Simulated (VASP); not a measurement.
Write the native input for VASP 6.6.1 that does the following.

| Property | Result |
| --- | --- |
| Task | single point |
| Functional | PBE |
| Potentials or basis | VASP PAW PBE potentials, release 64 (Ga_d, As) |
| Cutoff | 500 eV |
| k mesh | 10 × 10 × 10 |
| Occupations | gaussian, width 0.03 eV |
| Spin | no spin polarisation |
| Dipole correction | no |
| Further INCAR settings | ALGO = Normal; EDIFF = 1e-06; NBANDS = 16 |

The structure of GaAs lies in POSCAR:

```
GaAs
1.0
    0.0000000000      2.8008749607      2.8008749607
    2.8008749607      0.0000000000      2.8008749607
    2.8008749607      2.8008749607      0.0000000000
Ga As
1 1
Direct
    0.0000000000      0.0000000000      0.0000000000
    0.7500000000      0.7500000000      0.7500000000
```

This cell differs from its parent crystal: strain -0.025 along x and y, -0.025 along z.

One way to write it, as run:

INCAR

```
  PREC = Accurate
  ENCUT = 500
  EDIFF = 1E-6
  ISMEAR = 0
  SIGMA = 0.03
  LREAL = F
  LASPH = T
  NELM = 120
  ALGO = Normal
  ISIF = 2
  LWAVE = F
  LCHARG = T
  GGA = PE
  LELF = T
  LVHAR = T
  NBANDS = 16
  GGA_COMPAT = F
```

KPOINTS

```
Automatic mesh
0
Gamma
  10 10 10
```

Potentials or basis: VASP PAW PBE potentials, release 64 (Ga_d, As).

Run with:

```sh
$ cat potpaw_PBE.64/Ga_d/POTCAR potpaw_PBE.64/As/POTCAR > POTCAR
$ mpirun -np 1 vasp_std > vasp.out
```

It gave:

| Quantity | Value |
| --- | --- |
| Pressure | 5.7 GPa |
| Band gap on the k mesh | 0.73 eV, direct |

Caveat: the cell differs from its parent crystal (strain -0.025 along x and y, -0.025 along z).

It took 31 s on 1 thread of Intel Xeon 6975P-C, with other jobs on the host, peak memory 0.19 GiB.
